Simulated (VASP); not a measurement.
# Y16C (a cell with a defect) in VASP: single point with PBE+D3(BJ)

Aim: the single point of Y16C (a cell with a defect) with PBE+D3(BJ).

All numbers are computed with VASP 6.6.1; they aren't measurements. Logs are shortened: lines on timing, memory, paths and dates and some standing lists are left out, and cuts for length are marked.

## (1) The cell of the first run

The cell holds a defect, 17 atoms: a = 7.300 Å, b = 6.322 Å, c = 11.468 Å, α = 90.00°, β = 90.00°, γ = 90.00°.

## (2) Single point, PBE+D3(BJ)

INCAR reads:

```
SYSTEM = Y16C
ALGO = Normal ; EDIFF = 1E-6
ENCUT = 520 ; GGA = PE
ISIF = 2 ; ISMEAR = -1
IVDW = 12 ; LASPH = .True.
LCHARG = .True. ; LELF = .True.
LREAL = Auto ; LVHAR = .True.
LWAVE = .False. ; NBANDS = 104
NELM = 100 ; PREC = Accurate
SIGMA = 0.1
```

KPOINTS reads:

```
k-points
0
Gamma
  2 2 1
  0 0 0
```

POSCAR reads:

```
Y16C
1.0
   -3.6500000000     -6.3219850000      0.0000000000
    5.4750000000     -3.1609930000      0.0000000000
    0.0000000000      0.0000000000     11.4683000000
Y C
16 1
Direct
    0.7499691599      0.5018430927      0.0026115166
    0.5020750398      0.3325828172      0.2475560275
    0.7497412812      0.5085421021      0.4971794730
    0.4927546747      0.3244217443      0.7450077357
    0.5020705054      0.0007495285      0.0023541003
    0.2501557729      0.8327098100      0.2462216648
    0.4925509092      0.0090338781      0.5050121083
    0.2497871546      0.8510331966      0.7486221730
    0.2501561226      0.5005899192      0.0036727860
   -0.0020953086      0.3328221112      0.2473576492
    0.2497927869      0.4819958387      0.5014217011
    0.0073294901      0.3244417674      0.7449947006
   -0.0020937986      0.0005119300      0.0025519723
    0.7499670552      0.8315224414      0.2473519972
    0.0075151094      0.0089997083      0.5050199455
    0.7497394715      0.8248503994      0.7528110703
    0.2483458739      0.1666454149      0.6247062788
```

Potentials or basis: VASP PAW PBE potentials, release 64 (Y_sv, C).

Launch:

```
$ cat potpaw_PBE.64/Y_sv/POTCAR potpaw_PBE.64/C/POTCAR > POTCAR
$ mpirun -np 1 vasp_std > vasp.out
```

OUTCAR:

```text
SYSTEM = Y16C
   EDIFF = 1E-6
   ENCUT = 520
   GGA = PE
   ISIF = 2
   ISMEAR = -1
   IVDW = 12
   LASPH = .True.
   LREAL = Auto
   NELM = 100
   PREC = Accurate
 IVDW          = 12

 ion  position               nearest neighbor table
   1  0.750  0.502  0.003-  14 3.50  10 3.51   2 3.51  16 3.52  13 3.64   5 3.64   5 3.65   9 3.65
                            13 3.65   9 3.65   4 3.68  12 3.68
   2  0.502  0.333  0.248-   5 3.51   1 3.51   9 3.51   3 3.56  11 3.57   7 3.59  10 3.62  14 3.64
                            14 3.65   6 3.66   6 3.66  10 3.68
   3  0.750  0.509  0.497-  14 3.52  16 3.55   2 3.56  10 3.57   4 3.60  12 3.60  11 3.65  11 3.65
                             7 3.67  15 3.68   7 3.68  15 3.68
   4  0.493  0.324  0.745-  17 2.47   7 3.40  11 3.46   8 3.48  12 3.54   5 3.59   3 3.60   9 3.63
                            16 3.67   1 3.68  16 3.68  12 3.76   8 3.77
   5  0.502  0.001  0.002-   2 3.51  14 3.51   6 3.51  16 3.56   8 3.57   4 3.59  13 3.62   1 3.64
                             1 3.65   9 3.66   9 3.66  13 3.68
   6  0.250  0.833  0.246-   9 3.49  13 3.51   5 3.51   7 3.63  15 3.63  14 3.65  14 3.65   2 3.66
                            10 3.66   2 3.66  10 3.66  11 3.67
   7  0.493  0.009  0.505-  17 2.46   4 3.40   8 3.46  11 3.48  15 3.54   2 3.59  16 3.60   6 3.63
                             3 3.67  14 3.68   3 3.68  15 3.76  11 3.77
   8  0.250  0.851  0.749-  17 2.45  15 3.45   7 3.46  12 3.48   4 3.48  13 3.57   5 3.57  16 3.65
                            16 3.65   9 3.67  11 3.67  12 3.77   4 3.77
   9  0.250  0.501  0.004-   6 3.49  10 3.51   2 3.51   4 3.63  12 3.63   1 3.65   1 3.65   5 3.66
                            13 3.66   5 3.66  13 3.66   8 3.67
  10  0.998  0.333  0.247-  13 3.51   1 3.51   9 3.51   3 3.57  11 3.57  15 3.60   2 3.62  14 3.64
                            14 3.65   6 3.66   6 3.66   2 3.68
  11  0.250  0.482  0.501-  17 2.44  12 3.45   4 3.46  15 3.47   7 3.48  10 3.57   2 3.57   3 3.65
                             3 3.65   8 3.67   6 3.67  15 3.77   7 3.77
  12  0.007  0.324  0.745-  17 2.45  15 3.40  11 3.45   8 3.48   4 3.54  13 3.59   3 3.60   9 3.63
                             1 3.68  16 3.68  16 3.68   4 3.76   8 3.77
  13  0.998  0.001  0.003-  10 3.51  14 3.51   6 3.51  16 3.57   8 3.57  12 3.59   5 3.62   1 3.64
                             1 3.65   9 3.66   9 3.66   5 3.68
  14  0.750  0.832  0.247-   1 3.50  13 3.51   5 3.51   3 3.52  10 3.64   2 3.64   2 3.65   6 3.65
                            10 3.65   6 3.65   7 3.68  15 3.68
  15  0.008  0.009  0.505-  17 2.44  12 3.40   8 3.45  11 3.47   7 3.54  10 3.60  16 3.60   6 3.63
                             3 3.68  14 3.68   3 3.68   7 3.76  11 3.77
  16  0.750  0.825  0.753-   1 3.52   3 3.55   5 3.56  13 3.57   7 3.60  15 3.60   8 3.65   8 3.65
                             4 3.67  12 3.68   4 3.68  12 3.68
  17  0.248  0.167  0.625-  15 2.44  11 2.44  12 2.45   8 2.45   7 2.46   4 2.47

  LATTYP: Found a simple orthorhombic cell.
 ALAT       =     6.3219855857
 B/A-ratio  =     1.1547004518
 C/A-ratio  =     1.8140345062

  Lattice vectors:

 A1 = (  -5.4750000000,   3.1609930000,   0.0000000000)
 A2 = (  -3.6500000000,  -6.3219850000,   0.0000000000)
 A3 = (   0.0000000000,   0.0000000000,  11.4683000000)

Analysis of symmetry for initial positions (statically):
=====================================================================
 Subroutine PRICEL returns:
 Original cell was already a primitive cell.

 Routine SETGRP: Setting up the symmetry group for a
 simple orthorhombic supercell.

 Subroutine GETGRP returns: Found  1 space group operations
 (whereof  1 operations were pure point group operations)
 out of a pool of  8 trial point group operations.

The static configuration has the point symmetry C_1 .

Analysis of symmetry for dynamics (positions and initial velocities):
=====================================================================
 Subroutine PRICEL returns:
 Original cell was already a primitive cell.

 Routine SETGRP: Setting up the symmetry group for a
 simple orthorhombic supercell.

 Subroutine GETGRP returns: Found  1 space group operations
 (whereof  1 operations were pure point group operations)
 out of a pool of  8 trial point group operations.

The dynamic configuration has the point symmetry C_1 .

 Subroutine INISYM returns: Found  1 space group operations
 (whereof  1 operations are pure point group operations),
 and found     1 'primitive' translations

----------------------------------------------------------------------------------------

                                     Primitive cell

  volume of cell :     529.2677

  direct lattice vectors                    reciprocal lattice vectors
    -3.650000000 -6.321985000  0.000000000    -0.068493159 -0.118633621  0.000000000
     5.475000000 -3.160993000  0.000000000     0.136986296 -0.079089080  0.000000000
     0.000000000  0.000000000 11.468300000     0.000000000  0.000000000  0.087196882
[... 54 lines left out ...]
    -0.034246579 -0.059316810  0.000000000     0.500000000  0.000000000  0.000000000
     0.068493148 -0.039544540  0.000000000    -0.000000000  0.500000000  0.000000000
     0.000000000  0.000000000  0.087196882     0.000000000  0.000000000  1.000000000

  Length of vectors
     0.068493154  0.079089076  0.087196882

  Shift w.r.t. Gamma in fractional coordinates (k-lattice)
     0.000000000  0.000000000  0.000000000

 Subroutine IBZKPT returns following result:
 ===========================================

 Found      4 irreducible k-points:

 Following reciprocal coordinates:
            Coordinates               Weight
  0.000000  0.000000  0.000000      1.000000
  0.500000  0.000000  0.000000      1.000000
 -0.000000  0.500000  0.000000      1.000000
  0.500000  0.500000  0.000000      1.000000
   k-points           NKPTS =      4   k-points in BZ     NKDIM =      4   number of bands    NBANDS=    104
   number of dos      NEDOS =    301   number of ions     NIONS =     17
   total plane-waves  NPLWV = 233280
   dimension x,y,z NGX =    54 NGY =   48 NGZ =   90
   dimension x,y,z NGXF=   108 NGYF=   96 NGZF=  180
   ions per type =              16   1
   NGX,Y,Z   is equivalent  to a cutoff of  12.30, 12.62, 13.05 a.u.
   NGXF,Y,Z  is equivalent  to a cutoff of  24.60, 25.24, 26.09 a.u.
 SYSTEM =  Y16C
   PREC   = accura    normal or accurate (medium, high low for compatibility)
   ISTART =      0    job   : 0-new  1-cont  2-samecut
   ICHARG =      2    charge: 1-file 2-atom 10-const
   ISPIN  =      1    spin polarized calculation?
   LNONCOLLINEAR =      F non collinear calculations
   LSORBIT =      F    spin-orbit coupling
   LASPH  =      T    aspherical Exc in radial PAW
   ENCUT  =  520.0 eV  38.22 Ry    6.18 a.u.  13.57 11.75 21.32*2*pi/ulx,y,z
   NELM   =    100;   NELMIN=  2; NELMDL= -5     # of ELM steps
   EDIFF  = 0.1E-05   stopping-criterion for ELM
   LREAL  =      T    real-space projection
   EDIFFG = 0.1E-04   stopping-criterion for IOM
   NSW    =      0    number of steps for IOM
   IBRION =     -1    ionic relax: 0-MD 1-quasi-New 2-CG
   NFREE  =      0    steps in history (QN), initial steepest desc. (CG)
   ISIF   =      2    stress and relaxation
   ISYM   =      2    0-nonsym 1-usesym 2-fastsym
   POTIM  = 0.5000    time-step for ionic-motion
   TEBEG  =    0.0;   TEEND  =   0.0 temperature during run
   PSTRESS=    0.0 pullay stress
   NELECT =     180.0000    total number of electrons
   NUPDOWN=      -1.0000    fix difference up-down
   EMIN   =  10.00;   EMAX   =-10.00  energy-range for DOS
   EFERMI =   0.00;   METHOD = LEGACY
   ISMEAR =    -1;   SIGMA  =   0.10  broadening in eV -4-tet -1-fermi 0-gaus
   EFERMI_NEDOS =   21; number of points for ismear=-14 and -15
   IALGO  =     38    algorithm
   IMIX   =      4    mixing-type and parameters
     AMIX     =   0.40;   BMIX     =  1.00
     AMIX_MAG =   1.60;   BMIX_MAG =  1.00
  volume/ion in A,a.u.               =      31.13       210.10
  Fermi-wavevector in a.u.,A,eV,Ry     =   1.142722  2.159431 17.766668  1.305813
  Thomas-Fermi vector in A             =   2.279419
   LORBIT       =      0    0 simple, 1 ext, 2 COOP (PROOUT), +10 PAW based schemes
   GGA     = PE    functional components
   LHFCALC =     F    Hartree Fock is set to
   AEXX    =    0.0000 exact exchange contribution
   IVDW    =    12    specifies the selected vdW correction
   LEPSILON=     F    determine dielectric tensor
   LRPA    =     F    only Hartree local field effects (RPA)
 non-spin polarized calculation
  energy-cutoff  :      520.00
  volume of cell :      529.27
 maximum number of plane-waves:     14300
   NGX = 27   NGY = 23   NGZ = 43

 number of electron     180.0000001 magnetization

 Free energy of the ion-electron system (eV)
  ---------------------------------------------------
  ext. energy  EPLUGINS =         0.00000000
  ---------------------------------------------------
  free energy    TOTEN  =      -112.92928114 eV

  energy without entropy =     -111.96034878  energy(sigma->0) =     -112.44481496

 E-fermi :   3.0959     XC(G=0):  -9.4713

 val. band max:        3.0800087017   @ k =  -0.0000   0.5000   0.0000
 cond. band min:       3.0963332110   @ k =   0.5000   0.5000   0.0000
 fundamental gap:      0.0163245093
 Fermi energy:         3.0959496803

 k-point     1 :       0.0000    0.0000    0.0000
  band No.  band energies     occupation
      1     -39.6674      2.00000
      2     -39.6518      2.00000
      3     -39.6513      2.00000
      4     -39.6287      2.00000
      5     -39.6085      2.00000
      6     -39.5889      2.00000
[... 409 lines left out ...]
    101       4.0122      0.00021
    102       4.0794      0.00011
 [bands above 102 left out]

------------------------ aborting loop because EDIFF is reached ----------------------------------------

 Edisp (eV)   -5.53174

 E8    (eV) :    -2.8917

  FORCE on cell =-STRESS in cart. coord.  units (eV):
  Direction    XX          YY          ZZ          XY          YZ          ZX
  --------------------------------------------------------------------------------------
  -------------------------------------------------------------------------------------
  Total      -3.94379    -4.51967    -4.75357    -0.50070    -0.02950     0.05028
  in kB     -11.93848   -13.68177   -14.38980    -1.51568    -0.08929     0.15221
  external pressure =      -13.34 kB  Pullay stress =        0.00 kB

 VOLUME and BASIS-vectors are now :
 -----------------------------------------------------------------------------
  energy-cutoff  :      520.00
  volume of cell :      529.27
      direct lattice vectors                 reciprocal lattice vectors
    -3.650000000 -6.321985000  0.000000000    -0.068493159 -0.118633621  0.000000000
     5.475000000 -3.160993000  0.000000000     0.136986296 -0.079089080  0.000000000
     0.000000000  0.000000000 11.468300000     0.000000000  0.000000000  0.087196882

 POSITION                                       TOTAL-FORCE (eV/Angst)
 -----------------------------------------------------------------------------------
      0.01020     -6.32762      0.02995         0.004338     -0.002240      0.024452
     -0.01168     -4.22540      2.83905        -0.011428     -0.002540      0.012306
      0.04771     -6.34735      5.70180         0.033629     -0.018097     -0.040229
     -0.02235     -4.14068      8.54397         0.013925      0.073661     -0.007451
     -1.82845     -3.17645      0.02700         0.002756     -0.011610     -0.012606
      3.64602     -4.21367      2.82374         0.007387     -0.004747     -0.005907
[... 9 lines left out ...]
      1.77951     -7.34719      8.63346        -0.032448      0.020047      0.041557
      0.00592     -2.09680      7.16432        -0.032370     -0.051595      0.016803
 -----------------------------------------------------------------------------------
    total drift:                               -0.004803     -0.005607     -0.005080

  FREE ENERGIE OF THE ION-ELECTRON SYSTEM (eV)
  ---------------------------------------------------
  free  energy   TOTEN  =      -118.4610260711 eV

  energy  without entropy=     -117.4920937108  energy(sigma->0) =     -117.97655989
```

It took 7.2 min on 1 thread of Intel Xeon 6975P-C (Granite Rapids), shared host; peak memory 0.57 GiB.

Results:

```yaml
Free_energy: -118.4610 eV
Pressure: -1.3 GPa
Largest_force: 0.075 eV/Å
Band_gap_on_the_k_mesh: zero (bands 90 and 91 overlap by 0.10 eV)
Dispersion_energy_per_atom: -0.325 eV
```

Forces on the atoms (eV/Å):
```
Y    0.004 -0.002  0.024
Y   -0.011 -0.003  0.012
Y    0.034 -0.018 -0.040
Y    0.014  0.074 -0.007
Y    0.003 -0.012 -0.013
Y    0.007 -0.005 -0.006
Y    0.047  0.043  0.002
Y   -0.001 -0.001  0.055
Y   -0.007  0.004  0.005
Y   -0.001  0.012  0.013
Y    0.011 -0.008 -0.061
Y   -0.029 -0.031  0.016
Y    0.011  0.006 -0.013
Y   -0.004  0.002 -0.025
Y   -0.012 -0.028 -0.021
Y   -0.032  0.020  0.042
C   -0.032 -0.052  0.017
```

Caveat: the k points lie up to 0.55 Å⁻¹ apart.
